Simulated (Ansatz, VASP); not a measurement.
**Pt in VASP and in Ansatz**

File POSCAR:

```
Pt
1.0
    2.9677155370      0.0000000000      0.0000000000
   -1.4838577685      2.5701170462      0.0000000000
    0.0000000000      0.0000000000      4.7921340000
Pt
2
Direct
    0.6666666667      0.3333333333      0.7500000000
    0.3333333333      0.6666666667      0.2500000000
```

The input INCAR.step1:

```
PREC     = Accurate       # precision mode
ENCUT    = 520            # plane-wave cutoff, eV
ISMEAR   = 0              # smearing method
SIGMA    = 0.15           # smearing width, eV
LREAL    = False          # projectors in reciprocal space
LASPH    = True           # aspherical terms in the spheres
NELM     = 80             # most SCF steps
NBANDS   = 17             # bands
GGA      = PE             # functional
ALGO     = Normal         # electronic algorithm
EDIFF    = 1E-4           # SCF threshold, eV
LWAVE    = True           # write WAVECAR
LCHARG   = False          # write CHGCAR
```

Contents of INCAR.step2:

```
PREC     = Accurate       # precision mode
ENCUT    = 520            # plane-wave cutoff, eV
EDIFF    = 1E-6           # SCF threshold, eV
ISMEAR   = 0              # smearing method
SIGMA    = 0.15           # smearing width, eV
LREAL    = False          # projectors in reciprocal space
LASPH    = True           # aspherical terms in the spheres
NELM     = 80             # most SCF steps
ALGO     = Normal         # electronic algorithm
ISIF     = 2              # what is computed and relaxed
LWAVE    = False          # write WAVECAR
LCHARG   = False          # write CHGCAR
METAGGA  = R2SCAN         # meta-GGA
LMIXTAU  = True         
NBANDS   = 17             # bands
ISTART   = 1
```

File KPOINTS:

```
regular mesh
0
Gamma
  18 18 10
```

Input for Ansatz:

```yaml
crystal:
  lattice:
    - [2.967715537, 0.0, 0.0]
    - [-1.4838577685, 2.5701170462, 0.0]
    - [0.0, 0.0, 4.792134]
  atoms:
    - { symbol: Pt, position: [0.6666666667, 0.3333333333, 0.75] }
    - { symbol: Pt, position: [0.3333333333, 0.6666666667, 0.25] }
basis:
  ecutwfc: 500
kpoints:
  mp_grid: { grid: [18, 18, 10] }
hamiltonian:
  xc: r2scan
scf:
  occupations: { method: gaussian, width: 0.15 }
output:
  forces: true
  stress: true
  eigenvalues: true
```

Change from the starting cell: strain +0.0750 x Voigt [1, 1, 0, 0, 0, 0], atoms carried along.

Alike in both runs: task single point; functional r2SCAN; k mesh 18 × 18 × 10; occupations gaussian, width 0.15 eV; no spin polarisation.

|  | VASP | Ansatz |
| --- | --- | --- |
| version | VASP 6.6.1 | Ansatz 0.2.0 |
| potentials or method | VASP PAW PBE potentials, release 64 (Pt), cutoff 520 eV | scalar-relativistic, plane waves, PAW |
| valence electrons in the cell | 20 | 36 |

Ansatz gave:

```
gap on the k mesh at the Fermi level (eV)                     : none
pressure (GPa)                                                : -28.1
traceless stress, the component that is largest in VASP (GPa) : 3.59
```

Task: Estimate VASP's values.

Result: gap on the k mesh at the Fermi level (eV): none; pressure (GPa): -28.0; traceless stress, the component that is largest in VASP (GPa): 3.57.

VASP's potentials were made for PBE, not for r2SCAN. A gap of «none» marks a metal or a gap that the smearing closes. VASP's potentials hold 20 valence electrons a cell and Ansatz's 36, so a difference there can come from the potentials and not from the codes.

Neither program's run includes spin-orbit coupling.
